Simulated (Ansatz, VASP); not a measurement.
# Al: VASP beside Ansatz

File INCAR:

```
SYSTEM = Al
PREC = Accurate
ENCUT = 520
EDIFF = 1E-6
ISMEAR = 0
SIGMA = 0.15
LREAL = .FALSE.
LASPH = .TRUE.
NELM = 60
ALGO = Normal
ISIF = 2
LWAVE = .FALSE.
LCHARG = .FALSE.
GGA = PE
NBANDS = 8
```

The input KPOINTS:

```
regular mesh
0
G
  28 28 28
  0 0 0
```

The input POSCAR:

```
Al
1.0
   -1.6175102217      1.6175102217      1.6175102217
    1.6175102217     -1.6175102217      1.6175102217
    1.6175102217      1.6175102217     -1.6175102217
Al
1
Direct
    0.0000000000      0.0000000000      0.0000000000
```

Input for Ansatz:

```yaml
crystal:
  lattice:
    - [-1.6175102217, 1.6175102217, 1.6175102217]
    - [1.6175102217, -1.6175102217, 1.6175102217]
    - [1.6175102217, 1.6175102217, -1.6175102217]
  atoms:
    - { symbol: Al, position: [0.0, 0.0, 0.0] }
basis:
  ecutwfc: 420
kpoints:
  mp_grid: { grid: [28, 28, 28] }
hamiltonian:
  xc: pbe
scf:
  occupations: { method: gaussian, width: 0.15 }
output:
  forces: true
  stress: true
  eigenvalues: true
```

Alike in both runs: task single point; functional PBE; k mesh 28 × 28 × 28; occupations gaussian, width 0.15 eV; no spin polarisation.

|  | VASP | Ansatz |
| --- | --- | --- |
| version | VASP 6.6.1 | Ansatz 0.2.0 |
| potentials or method | VASP PAW PBE potentials, release 64 (Al), cutoff 520 eV | scalar-relativistic, plane waves, PAW |
| valence electrons in the cell | 3 | 3 |

```csv
,VASP,Ansatz,Ansatz less VASP
gap on the k mesh at the Fermi level (eV),none,none,-
pressure (GPa),0.0,0.0,+0.02
```

A gap of «none» marks a metal or a gap that the smearing closes. The functional is the same, so the differences come from potentials, cutoffs and numerics.
